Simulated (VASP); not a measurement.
Here is a VASP 6.6.1 calculation.

Contents of INCAR:

```
SYSTEM = Zr3O
  PREC = Accurate
  ENCUT = 520
  EDIFF = 1E-6
  ISMEAR = 0
  SIGMA = 0.15
  LREAL = .False.
  LASPH = .True.
  NELM = 60
  ALGO = Normal
  ISIF = 2
  LWAVE = .False.
  LCHARG = .False.
  GGA = PS
  NBANDS = 52
```

The input KPOINTS:

```
Automatic mesh
0
Gamma
  9 9 8
  0 0 0
```

POSCAR

```
Zr3O
1.0
    5.4682318713      0.0000000000      0.0000000000
   -2.7341159356      4.7356277143      0.0000000000
    0.0000000000      0.0000000000      5.3769123990
Zr O
6 2
Direct
    0.3529025719      0.0000000000      0.0000000000
    0.3529025719      0.3529025719      0.5000000000
    0.0000000000      0.3529025719      0.0000000000
    0.6470974281      0.0000000000      0.5000000000
    0.6470974281      0.6470974281      0.0000000000
    0.0000000000      0.6470974281      0.5000000000
    0.3333333333      0.6666666667      0.2500000000
    0.6666666667      0.3333333333      0.7500000000
```

Potentials or basis: VASP PAW PBE potentials, release 64 (Zr_sv, O).

Command:

```bash
$ cat potpaw_PBE.64/Zr_sv/POTCAR potpaw_PBE.64/O/POTCAR > POTCAR
$ mpirun -np 1 vasp_std > vasp.out
```

Problem. Estimate the band gap on the k mesh.

Solution. Zero (bands 42 and 43 overlap by 0.23 eV).

Problem. Estimate the largest force.

Solution. 0.946 eV/Å.

Problem. What does it give for the pressure?

Solution. 2.8 GPa.

Forces in eV/Å, atoms in the order of the input:
```
Zr  -0.946  0.000  0.000
Zr  -0.473 -0.820  0.000
Zr   0.473 -0.820  0.000
Zr   0.946  0.000  0.000
Zr   0.473  0.820  0.000
Zr  -0.473  0.820  0.000
O    0.000  0.000  0.000
O    0.000  0.000  0.000
```

Caveat: the stress differs along the axes, from -2 to 5 GPa; the PAW data sets were made with another functional, which shifts forces and pressure a little.
